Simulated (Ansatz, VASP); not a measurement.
## One calculation of Ru, two programs

```
Ru
1.0
     2.72003    0.00000    0.00000
    -1.36001    2.35561    0.00000
     0.00000    0.00000    4.29677
Ru
2
Direct
  0.29233 0.63665 0.25000
  0.70767 0.36335 0.75000
```

Change from the starting cell: mode 4 (192.1 1/cm) frozen in, largest displacement -0.100 Å.

Alike in both runs: task single point; functional PBE; k mesh 24 × 24 × 14; occupations gaussian, width 0.15 eV; no spin polarisation.

```csv
,VASP,Ansatz
version,VASP 6.6.1,Ansatz 0.2.0
potentials or method,"VASP PAW PBE potentials, release 64 (Ru_pv), cutoff 520 eV","scalar-relativistic, plane waves, PAW"
valence electrons in the cell,28,32
```

VASP gave:

- gap on the k mesh at the Fermi level (eV): none
- pressure (GPa): 1.9
- traceless stress, the component that is largest in VASP (GPa): -3.14
- rms of the force components (eV/Å): 0.740

Problem. Estimate Ansatz's values.

Solution. gap on the k mesh at the Fermi level (eV): none; pressure (GPa): 2.0; traceless stress, the component that is largest in VASP (GPa): -3.10; rms of the force components (eV/Å): 0.739.

Atom by atom the forces differ by 0.002 eV/Å (rms over components). A gap of «none» marks a metal or a gap that the smearing closes. VASP's potentials hold 28 valence electrons a cell and Ansatz's 32, so a difference there can come from the potentials and not from the codes.
